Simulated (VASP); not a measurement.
**AlIn2B2As: single point with PBE**

The system is AlIn2B2As.

```
Al In B As
1.0
     2.44042   -2.81162    0.00137
     2.44042    2.81162    0.00137
    -0.00518    0.00000    8.36843
Al In B As
1 2 2 1
Direct
  0.50000 0.50000 0.50000
  0.00004 0.00004 0.30169
  0.99996 0.99996 0.69831
  0.86108 0.13892 0.00000
  0.13892 0.86108 0.00000
  0.50000 0.50000 0.00000
```

The cell was built from a structure type or drawn by symmetry, and may not be a known phase.

```
Program             : VASP 6.6.1
Task                : single point
Functional          : PBE
Potentials or basis : VASP PAW PBE potentials, release 64 (Al, In_d, B, As)
Cutoff              : 520 eV
k mesh              : 5 × 5 × 2
Occupations         : gaussian, width 0.2 eV
Spin                : no spin polarisation
```

```yaml
Pressure: 0.3 GPa
Largest_force: 0.060 eV/Å
Band_gap_on_the_k_mesh: zero (bands 20 and 21 overlap by 2.31 eV)
```

Forces in eV/Å, atoms in the order of the input:
```
Al   0.000  0.000  0.000
In   0.000  0.000  0.060
In   0.000  0.000 -0.060
B    0.000 -0.042  0.000
B    0.000  0.042  0.000
As   0.000  0.000  0.000
```

Stress tensor (GPa, compression positive):
```
0.36 0.00 0.00
0.00 0.50 0.00
0.00 0.00 0.19
```

Levels at points of the mesh, in eV from the Fermi level:
```tsv
k point	band 17	band 18	band 19	band 20	band 21	band 22	band 23	band 24
(0.00, 0.00, 0.00)	-2.78	-1.02	-0.81	1.50	1.57	1.60	2.57	2.64
(0.00, 0.00, 0.50)	-3.30	-0.81	1.13	1.36	1.44	1.91	2.42	3.21
```

It took 110 s on 1 thread of Intel Xeon 8259CL (shared host), peak memory 0.25 GiB.

Caveat: the k points lie up to 0.38 Å⁻¹ apart, too coarse for converged energies and pressures of a metal; spin-orbit coupling is left out, which moves the levels of the heavy elements.
